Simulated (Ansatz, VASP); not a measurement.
**One calculation of AlGa3N2, two programs**

```
Al Ga N
1.0
     3.15991    0.00000    0.00000
     0.00000    3.15991    0.00000
     0.00000    0.00000   10.56297
Al Ga N
1 3 2
Direct
  0.50000 0.50000 0.50000
  0.00000 0.00000 0.00000
  0.00000 0.00000 0.71455
  0.00000 0.00000 0.28545
  0.50000 0.50000 0.84736
  0.50000 0.50000 0.15264
```

Change from the starting cell: species swapped into the MgSc3Ru2 type (P4/mmm, No. 123).

Alike in both runs: task single point; functional PBE; k mesh 6 × 6 × 2; occupations gaussian, width 0.1 eV; collinear spin.

```csv
,VASP,Ansatz
version,VASP 6.6.1,Ansatz 0.2.0
potentials or method,"VASP PAW PBE potentials, release 64 (Al, Ga_d, N), cutoff 520 eV","scalar-relativistic, plane waves, PAW"
valence electrons in the cell,52,52
```

Ansatz gave:

* gap on the k mesh at the Fermi level (eV): none
* pressure (GPa): -15.5
* traceless stress, the component that is largest in VASP (GPa): 0.13
* rms of the force components (eV/Å): 0.407
* net moment per atom (μB): 0.09
* size of the moment on the site where the two differ most (μB): 0.31

Task: What did VASP give for the same quantities?

Result: gap on the k mesh at the Fermi level (eV): none; pressure (GPa): -15.5; traceless stress, the component that is largest in VASP (GPa): 0.13; rms of the force components (eV/Å): 0.404; net moment per atom (μB): 0.10; size of the moment on the site where the two differ most (μB): 0.24.

Site moments also hang on the region over which each program counts them. Atom by atom the forces differ by 0.003 eV/Å (rms over components). A gap of «none» marks a metal or a gap that the smearing closes.
